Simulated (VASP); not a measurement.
Crystal: LiF.

```xyz
4
Lattice="2.7757 0.0000 0.0000 -1.3879 2.4038 0.0000 0.0000 0.0000 4.7827" Properties=species:S:1:pos:R:3 pbc="T T T"
Li    0.0000    0.0000    0.0000
Li    0.0000    0.0000    2.3913
F     0.0000    1.6026    1.1957
F     1.3879    0.8013    3.5870
```

Base run:

- Program: VASP 6.6.1
- Functional: PBE
- Potentials or basis: VASP PAW PBE potentials, release 64 (Li_sv, F)
- Cutoff: 520 eV
- k mesh: 9 × 9 × 4
- Occupations: gaussian, width 0.01 eV
- Spin: no spin polarisation

Its results: band gap on the k mesh 9.22 eV.

Question: The run is repeated on the same cell with these changes: functional from PBE to r2SCAN. What comes out?

Answer: Band gap on the k mesh 10.40 eV.

A k mesh can miss the band edges.
